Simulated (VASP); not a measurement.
SnS3: single point with PBE

The system is SnS3.

```
Sn S
1.0
     3.69377    0.00000    0.00000
     0.00000    3.69377    0.00000
     0.00000    0.00000    7.13321
Sn S
1 3
Direct
  0.00000 0.00000 0.00000
  0.50000 0.50000 0.23654
  0.50000 0.50000 0.76346
  0.00000 0.00000 0.50000
```

The cell was generated, and may not be a known phase.

```json
{"Program": "VASP 6.6.1", "Task": "single point", "Functional": "PBE", "Potentials or basis": "VASP PAW PBE potentials, release 64 (Sn_d, S)", "Cutoff": "520 eV", "k mesh": "6 × 6 × 4", "Occupations": "gaussian, width 0.1 eV", "Spin": "no spin polarisation", "Dipole correction": "no", "Further INCAR settings": "ALGO = Normal; EDIFF = 1e-07; NBANDS = 24"}
```

```
Pressure               : -9.3 GPa
Largest force          : 0.196 eV/Å
Band gap on the k mesh : zero (bands 16 and 17 overlap by 2.27 eV)
```

Forces on the atoms (eV/Å):
```
Sn   0.000  0.000  0.000
S    0.000  0.000 -0.196
S    0.000  0.000  0.196
S    0.000  0.000  0.000
```

Stress tensor (GPa, compression positive):
```
-9.69  0.00  0.00
 0.00 -9.69  0.00
 0.00  0.00 -8.39
```

Levels at points of the mesh, in eV from the Fermi level:
```csv
k point,band 13,band 14,band 15,band 16,band 17,band 18,band 19,band 20
"(0.00, 0.00, 0.00)",-0.81,-0.57,-0.57,-0.55,0.24,0.24,3.87,5.21
"(0.50, 0.00, 0.00)",-0.70,-0.29,-0.28,-0.22,-0.20,0.20,2.95,4.25
"(0.50, 0.50, 0.00)",-2.29,-2.29,-1.79,-1.53,-1.53,-0.01,3.07,3.21
"(0.00, 0.00, 0.50)",-1.49,-1.39,-1.39,0.74,0.74,0.86,2.52,5.13
"(0.50, 0.00, 0.50)",-1.90,-0.58,-0.41,-0.21,0.67,0.93,2.56,4.10
"(0.50, 0.50, 0.50)",-3.50,-1.77,-1.00,-0.92,-0.22,-0.22,1.65,2.38
```

It took 56 s on 1 thread of Intel(R) Xeon(R) Platinum 8488C (Sapphire Rapids), with other jobs on the host, peak memory 0.22 GiB.

Caveat: the cell stands under tension; spin-orbit coupling is left out, which moves the levels of the heavy elements.
